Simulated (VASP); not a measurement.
# Ta (Im-3m) in VASP: further runs, part 2 of 2

VASP 6.6.1. Earlier steps stand in the parts before.

## 3. Relaxation of cell and atoms, BLYP

This run uses another cell than the first one, of 18.01 Å³/atom, 1.020 times its volume.

File INCAR:

```
PREC     = Accurate       # precision mode
ENCUT    = 500            # plane-wave cutoff, eV
EDIFF    = 1E-7           # SCF threshold, eV
ISMEAR   = -1             # smearing method
SIGMA    = 0.05           # smearing width, eV
LREAL    = False          # projectors in reciprocal space
LASPH    = True           # aspherical terms in the spheres
NELM     = 120            # most SCF steps
ALGO     = Normal         # electronic algorithm
ISIF     = 3              # what is computed and relaxed
LWAVE    = False          # write WAVECAR
LCHARG   = False          # write CHGCAR
GGA      = B5             # functional
ALDAX    = 1.0          
AGGAX    = 1.0          
AGGAC    = 1.0          
ALDAC    = 0.0          
IBRION   = 2              # ionic algorithm
NSW      = 60             # ionic steps
EDIFFG   = -0.01          # ionic threshold
GGA_COMPAT= False        
NELMIN   = 4
```

File KPOINTS:

```
regular mesh
0
Gamma
  11 11 11
```

File POSCAR:

```
Ta
1.0
   -1.6512800000      1.6512800000      1.6512800000
    1.6512800000     -1.6512800000      1.6512800000
    1.6512800000      1.6512800000     -1.6512800000
Ta
1
Direct
    0.0000000000      0.0000000000      0.0000000000
```

Potentials or basis: VASP PAW PBE potentials, release 64 (Ta_sv_GW).

The run is started by

```
$ cat potpaw_PBE.64/Ta_sv_GW/POTCAR > POTCAR
$ mpirun -np 1 vasp_std > vasp.out
```

OUTCAR:

```text
PREC = Accurate
   ENCUT = 500
   EDIFF = 1E-7
   ISMEAR = -1
   LREAL = False
   LASPH = True
   NELM = 120
   ISIF = 3
   GGA = B5
   IBRION = 2
   NSW = 60
   EDIFFG = -0.01
   NELMIN = 4

 ion  position               nearest neighbor table
   1  0.000  0.000  0.000-

  LATTYP: Found a body centered cubic cell.
 ALAT       =     3.3025600000

  Lattice vectors:

 A1 = (  -1.6512800000,   1.6512800000,   1.6512800000)
 A2 = (   1.6512800000,  -1.6512800000,   1.6512800000)
 A3 = (   1.6512800000,   1.6512800000,  -1.6512800000)

Analysis of symmetry for initial positions (statically):
=====================================================================
 Subroutine PRICEL returns:
 Original cell was already a primitive cell.

 Routine SETGRP: Setting up the symmetry group for a
 body centered cubic supercell.

 Subroutine GETGRP returns: Found 48 space group operations
 (whereof 48 operations were pure point group operations)
 out of a pool of 48 trial point group operations.

The static configuration has the point symmetry O_h .

Analysis of symmetry for dynamics (positions and initial velocities):
=====================================================================
 Subroutine PRICEL returns:
 Original cell was already a primitive cell.

 Routine SETGRP: Setting up the symmetry group for a
 body centered cubic supercell.

 Subroutine GETGRP returns: Found 48 space group operations
 (whereof 48 operations were pure point group operations)
 out of a pool of 48 trial point group operations.

The dynamic configuration has the point symmetry O_h .

 Subroutine INISYM returns: Found 48 space group operations
 (whereof 48 operations are pure point group operations),
 and found     1 'primitive' translations

----------------------------------------------------------------------------------------

                                     Primitive cell

  volume of cell :      18.0104
[... 115 lines left out ...]
   IVDW    =     0    specifies the selected vdW correction
   LEPSILON=     F    determine dielectric tensor
   LRPA    =     F    only Hartree local field effects (RPA)
 conjugate gradient relaxation of ions
 non-spin polarized calculation
  energy-cutoff  :      500.00
  volume of cell :       18.01
 maximum number of plane-waves:       470
 NGX is ok and might be reduce to    24
   NGX = 11   NGY = 11   NGZ = 11

--------------------------------------- Ionic step        1  -------------------------------------------

 number of electron      12.9999998 magnetization

 Free energy of the ion-electron system (eV)
  ---------------------------------------------------
  ext. energy  EPLUGINS =         0.00000000
  ---------------------------------------------------
  free energy    TOTEN  =       -12.76944836 eV

  energy without entropy =      -12.76121102  energy(sigma->0) =      -12.76532969

------------------------ aborting loop because EDIFF is reached ----------------------------------------

  FORCE on cell =-STRESS in cart. coord.  units (eV):
  Direction    XX          YY          ZZ          XY          YZ          ZX
  --------------------------------------------------------------------------------------
  -------------------------------------------------------------------------------------
  Total        0.9490197      0.9490197      0.9490197     -0.0000000     -0.0000000      0.0000000
  in kB       84.4235605     84.4235605     84.4235605     -0.0000000     -0.0000000      0.0000000
  external PRESSURE =      84.4235605 kB  Pullay stress =       0.0000000 kB
[... 22 lines left out ...]
--------------------------------------- Ionic step        2  -------------------------------------------

 number of electron      12.9999998 magnetization

 E-fermi :   9.3992     XC(G=0): -11.7105

 val. band max:        9.3661178281   @ k =   0.3636   0.1818   0.0909
 cond. band min:       9.4500863474   @ k =   0.3636   0.1818   0.0000
 fundamental gap:      0.0839685194
 Fermi energy:         9.3991964466

 k-point     1 :       0.0000    0.0000    0.0000
  band No.  band energies     occupation
      1     -57.8044      2.00000
      2     -24.0882      2.00000
      3     -24.0882      2.00000
      4     -24.0882      2.00000
      5       2.1646      2.00000
      6       9.9916      0.00001
      7       9.9916      0.00001
      8       9.9916      0.00001
      9      12.8165      0.00000
     10      12.8165      0.00000
[... 368 lines left out ...]
--------------------------------------- Ionic step        4  -------------------------------------------

 number of electron      13.0000000 magnetization

 Free energy of the ion-electron system (eV)
  ---------------------------------------------------
  ext. energy  EPLUGINS =         0.00000000
  ---------------------------------------------------
  free energy    TOTEN  =       -12.78849335 eV

  energy without entropy =      -12.77967371  energy(sigma->0) =      -12.78408353

 E-fermi :  10.5566     XC(G=0): -12.1984

 val. band max:       10.5049908426   @ k =  -0.4545  -0.4545   0.0909
 cond. band min:      10.6250511609   @ k =  -0.1818   0.2727   0.0909
 fundamental gap:      0.1200603183
 Fermi energy:        10.5565776601

 k-point     1 :       0.0000    0.0000    0.0000
  band No.  band energies     occupation
      1     -56.4232      2.00000
      2     -22.6078      2.00000
      3     -22.6078      2.00000
      4     -22.6078      2.00000
      5       2.9577      2.00000
      6      11.1613      0.00001
      7      11.1613      0.00001
      8      11.1613      0.00001
      9      14.2960      0.00000
     10      14.2960      0.00000
[... 327 lines left out ...]
  FREE ENERGIE OF THE ION-ELECTRON SYSTEM (eV)
  ---------------------------------------------------
  free  energy   TOTEN  =       -12.7884933526 eV

  energy  without entropy=      -12.7796737050  energy(sigma->0) =      -12.78408353

 reached required accuracy - stopping structural energy minimisation
```

Wall time 40 s (1 thread of Intel Xeon 6975P-C (Granite Rapids), shared host); peak memory 0.15 GiB.

Results:

```
Free energy                            : -12.7885 eV
Relaxed volume                         : 18.76 Å³/atom
Relaxed cell                           : a = 2.899 Å, b = 2.899 Å, c = 2.899 Å, α = 109.47°, β = 109.47°, γ = 109.47°
Space group after relaxing (to 0.05 Å) : Im-3m (No. 229)
Energy gained by relaxing              : 19.0 meV/atom
Ionic steps                            : 4
Pressure after relaxing                : 0.0 GPa
```

The path:
| step | energy change (eV) | largest force (eV/Å) | pressure (GPa) | volume (Å³) |
| --- | --- | --- | --- | --- |
| 1 | 0.0000 | 0.0000 | 8.44 | 18.01 |
| 2 | 0.0715 | 0.0000 | -14.53 | 20.60 |
| 3 | -0.0190 | 0.0000 | -0.28 | 18.79 |
| 4 | -0.0190 | 0.0000 | -0.01 | 18.76 |

Final structure:
```xyz
1
Lattice="-1.6739 1.6739 1.6739 1.6739 -1.6739 1.6739 1.6739 1.6739 -1.6739" Properties=species:S:1:pos:R:3 pbc="T T T"
Ta    0.0000    0.0000    0.0000
```

Caveat: the PAW data sets were made with another functional, which shifts forces and pressure a little; spin-orbit coupling is left out, which moves the levels of the heavy elements. BLYP gives volumes clearly too large for solids.

## 4. Single point, PBE+D4

This run uses another cell than the first one, of 17.99 Å³/atom, 1.019 times its volume.

File INCAR:

```
SYSTEM = Ta
PREC = Accurate
ENCUT = 500
EDIFF = 1E-6
ISMEAR = -1
SIGMA = 0.05
LREAL = .False.
LASPH = .True.
NELM = 120
ALGO = Normal
ISIF = 2
LWAVE = .False.
LCHARG = .False.
GGA = PE
IVDW = 13
NBANDS = 12
GGA_COMPAT = .False.
```

File KPOINTS:

```
regular mesh
0
Gamma
  11 11 11
  0 0 0
```

File POSCAR:

```
Ta
1.0
   -1.6507198820      1.6507198820      1.6507198820
    1.6507198820     -1.6507198820      1.6507198820
    1.6507198820      1.6507198820     -1.6507198820
Ta
1
Direct
    0.0000000000      0.0000000000      0.0000000000
```

Potentials or basis: VASP PAW PBE potentials, release 64 (Ta_pv).

The run is started by

```
$ cat potpaw_PBE.64/Ta_pv/POTCAR > POTCAR
$ mpirun -np 1 vasp_std > vasp.out
```

It took 6.8 s on 1 thread of Intel Xeon Platinum 8559C (Emerald Rapids), shared host; peak memory 0.14 GiB.

It converged, with:

| Item | Value |
| --- | --- |
| Free energy | -12.1377 eV |
| Pressure | 0.1 GPa |
| Dispersion energy per atom | -0.320 eV |

Levels at points of the mesh, in eV from the Fermi level:
```tsv
k point	band 3	band 4	band 5	band 6	band 7	band 8
(0.00, 0.00, 0.00)	-33.06	-7.92	0.74	0.74	0.74	4.02
```

Caveat: spin-orbit coupling is left out, which moves the levels of the heavy elements; pairwise dispersion overbinds metals, which lowers pressure and volume.

## 5. Relaxation of cell and atoms, PBE+D4

This run uses another cell than the first one, of 18.01 Å³/atom, 1.020 times its volume.

File INCAR:

```
PREC = Accurate
ENCUT = 500
EDIFF = 1E-7
ISMEAR = -1
SIGMA = 0.05
LREAL = F
LASPH = T
NELM = 120
ALGO = Normal
ISIF = 3
LWAVE = F
LCHARG = F
GGA = PE
IVDW = 13
IBRION = 2
NSW = 60
EDIFFG = -0.01
GGA_COMPAT = F
NELMIN = 4
```

File KPOINTS:

```
Automatic mesh
0
Gamma
  11 11 11
```

File POSCAR:

```
Ta
1.0
   -1.6512800000      1.6512800000      1.6512800000
    1.6512800000     -1.6512800000      1.6512800000
    1.6512800000      1.6512800000     -1.6512800000
Ta
1
Direct
    0.0000000000      0.0000000000      0.0000000000
```

The run is started by

```
$ cat potpaw_PBE.64/Ta_pv/POTCAR > POTCAR
$ mpirun -np 1 vasp_std > vasp.out
```

Wall time 12 s (1 thread of Intel Xeon Platinum 8559C (Emerald Rapids), shared host); peak memory 0.14 GiB.

Results (log left out):

| Item | Value |
| --- | --- |
| Free energy | -12.1377 eV |
| Relaxed volume | 18.00 Å³/atom |
| Relaxed cell | a = 2.860 Å, b = 2.860 Å, c = 2.860 Å, α = 109.47°, β = 109.47°, γ = 109.47° |
| Space group after relaxing (to 0.05 Å) | Im-3m (No. 229) |
| Energy gained by relaxing | 0.0 meV/atom |
| Ionic steps | 3 |
| Pressure after relaxing | 0.0 GPa |
| Dispersion energy per atom | -0.319 eV |

Final structure:
```yaml
crystal:
  lattice:
    - [-1.65101, 1.65101, 1.65101]
    - [1.65101, -1.65101, 1.65101]
    - [1.65101, 1.65101, -1.65101]
  atoms:
    - { symbol: Ta, position: [0.00000, 0.00000, 0.00000] }
```

Levels at points of the mesh, in eV from the Fermi level:
```tsv
k point	band 1	band 2	band 3	band 4	band 5	band 6	band 7	band 8	band 9
(0.00, 0.00, 0.00)	-33.06	-33.06	-33.06	-7.91	0.74	0.74	0.74	4.02	4.02
```

Caveat: spin-orbit coupling is left out, which moves the levels of the heavy elements; pairwise dispersion overbinds metals, which lowers pressure and volume.

## 6. Summary

| task | level | potentials or basis | cell | second run | gap on the mesh (eV) | pressure (GPa) | relaxed volume (Å³/atom) |
| --- | --- | --- | --- | --- | --- | --- | --- |
| single point | LDA | VASP PAW LDA potentials, release 64 (Ta_sv_GW) | a = 2.841 Å, angles 109.5°, 1 atom | valence_matched | none | -6.2 | - |
| relaxation of cell and atoms | BLYP | VASP PAW PBE potentials, release 64 (Ta_sv_GW) | relaxed from a = 2.860 Å, angles 109.5°, 1 atom | valence_matched | none | 0.0 | 18.76 |
| single point | PBE+D4 | VASP PAW PBE potentials, release 64 (Ta_pv) | a = 2.859 Å, angles 109.5°, 1 atom | - | none | 0.1 | - |
| relaxation of cell and atoms | PBE+D4 | VASP PAW PBE potentials, release 64 (Ta_pv) | relaxed from a = 2.860 Å, angles 109.5°, 1 atom | - | none | 0.0 | 18.00 |

Alike in all rows: no spin polarisation; k mesh 11 × 11 × 11; cutoff (eV) 500; smearing fermi-dirac 0.05 eV.

Caveats: spin-orbit coupling is left out, which moves the levels of the heavy elements; pairwise dispersion overbinds metals, which lowers pressure and volume (some runs); the PAW data sets were made with another functional, which shifts forces and pressure a little (some runs).

Absolute energies hang on the potentials; compare differences alone.
